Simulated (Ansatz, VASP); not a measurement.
This is a calculation of AlNi for Ansatz 0.2.0.

File input.yaml:

```yaml
crystal:
  lattice:
    - [1.9642060572, -1.9788929679, 0.0]
    - [1.9642060572, 1.9788929679, 0.0]
    - [0.0, 0.0, 3.1402166928]
  atoms:
    - { symbol: Ni, position: [0.5, 0.5, 0.5], spin: 1.0 }
    - { symbol: Al, position: [0.0, 0.0, 0.0] }
hamiltonian:
  xc: lda
  pseudopotentials: { kind: paw }
magnetization:
  spin_polarized: true
kpoints:
  mp_grid: { grid: [10, 10, 9] }
scf:
  occupations: { method: fermi_dirac, width: 0.05 }
output:
  forces: true
  stress: true
  eigenvalues: true
```

Potentials or basis: Ansatz PAW.

Run with:

```sh
$ ansatz run input.yaml --threads 2 --pin off --max-ram 5632MiB --backend cpu --events-out ev --progress --plain --runs-dir out
```

Task: Translate it to VASP 6.6.1. Potentials there: VASP PAW LDA potentials, release 64 (Ni, Al).

Result: As run (the cutoff follows the program's own potentials):

Contents of INCAR:

```
  ALGO = Fast
  EDIFF = 1E-6
  ENCUT = 520
  ISIF = 2
  ISMEAR = -1
  ISPIN = 2
  LASPH = T
  LCHARG = F
  LMAXMIX = 4
  LORBIT = 11
  LREAL = F
  LWAVE = F
  MAGMOM = 1 0
  NBANDS = 18
  NELM = 150
  PREC = Accurate
  SIGMA = 0.05
```

KPOINTS

```
k-points
0
Gamma
  10 10 9
```

Contents of POSCAR:

```
AlNi
1.0
    1.9642060572     -1.9788929679      0.0000000000
    1.9642060572      1.9788929679      0.0000000000
    0.0000000000      0.0000000000      3.1402166928
Ni Al
1 1
Direct
    0.5000000000      0.5000000000      0.5000000000
    0.0000000000      0.0000000000      0.0000000000
```

Potentials or basis: VASP PAW LDA potentials, release 64 (Ni, Al).

Launch:

```bash
$ cat potpaw_LDA.64/Ni/POTCAR potpaw_LDA.64/Al/POTCAR > POTCAR
$ mpirun -np 1 vasp_std > vasp.out
```

Both were run:

|  | VASP | Ansatz | Ansatz less VASP |
| --- | --- | --- | --- |
| gap on the k mesh at the Fermi level (eV) | none | none | - |
| pressure (GPa) | -10.3 | -10.8 | -0.49 |
| traceless stress, the component that is largest in VASP (GPa) | -4.38 | -4.25 | +0.131 |
| net moment per atom (μB) | 0.00 | 0.00 | 0.000 |

LDA's correlation is that of Perdew and Zunger in VASP and of Perdew and Wang (1992) in Ansatz. A gap of «none» marks a metal or a gap that the smearing closes. VASP's potentials hold 13 valence electrons a cell and Ansatz's 21, so a difference there can come from the potentials and not from the codes.
